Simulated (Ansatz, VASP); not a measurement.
MgI2 in VASP and in Ansatz

The input INCAR:

```
SYSTEM = MgI2
PREC = Accurate
ENCUT = 520
EDIFF = 1E-7
ISMEAR = 0
SIGMA = 0.05
LREAL = .False.
LASPH = .True.
NELM = 100
ALGO = Normal
ISIF = 2
LWAVE = .False.
LCHARG = .False.
NBANDS = 15
```

KPOINTS

```
Automatic mesh
0
Gamma
  6 6 4
  0 0 0
```

POSCAR

```
MgI2
1.0
    4.1134023628      0.0000000000      0.0000000000
   -2.0567011814      3.5623109422      0.0000000000
    0.0000000000      0.0000000000      6.7474938499
Mg I
1 2
Direct
    0.0000000000      0.0000000000      0.0000000000
    0.3333333333      0.6666666667      0.7373977874
    0.6666666667      0.3333333333      0.2626022126
```

Input for Ansatz:

```yaml
crystal:
  lattice:
    - [4.1134023628, 0.0, 0.0]
    - [-2.0567011814, 3.5623109422, 0.0]
    - [0.0, 0.0, 6.7474938499]
  atoms:
    - { symbol: Mg, position: [0.0, 0.0, 0.0] }
    - { symbol: I, position: [0.3333333333, 0.6666666667, 0.7373977874] }
    - { symbol: I, position: [0.6666666667, 0.3333333333, 0.2626022126] }
basis:
  ecutwfc: 520.0
kpoints:
  mp_grid: { grid: [6, 6, 4] }
hamiltonian:
  xc: lda
scf:
  occupations: { method: gaussian, width: 0.05 }
output:
  forces: true
  stress: true
  eigenvalues: true
```

Alike in both runs: task single point; functional LDA; k mesh 6 × 6 × 4; occupations gaussian, width 0.05 eV; no spin polarisation.

|  | VASP | Ansatz |
| --- | --- | --- |
| version | VASP 6.6.1 | Ansatz 0.2.0 |
| potentials or method | VASP PAW LDA potentials, release 64 (Mg, I), cutoff 520 eV | scalar-relativistic, plane waves, PAW |
| valence electrons in the cell | 16 | 44 |

Ansatz gave:

```
gap on the k mesh at the Fermi level (eV)                     : 3.19
least direct gap on the mesh (eV)                             : 3.24
pressure (GPa)                                                : -2.2
traceless stress, the component that is largest in VASP (GPa) : -0.87
rms of the force components (eV/Å)                            : 0.298
```

Q: Which values does VASP return?

A: gap on the k mesh at the Fermi level (eV): 3.18; least direct gap on the mesh (eV): 3.25; pressure (GPa): -2.3; traceless stress, the component that is largest in VASP (GPa): -0.86; rms of the force components (eV/Å): 0.304.

LDA's correlation is that of Perdew and Zunger in VASP and of Perdew and Wang (1992) in Ansatz. Atom by atom the forces differ by 0.006 eV/Å (rms over components). VASP's potentials hold 16 valence electrons a cell and Ansatz's 44, so a difference there can come from the potentials and not from the codes.

Neither program's run includes spin-orbit coupling.
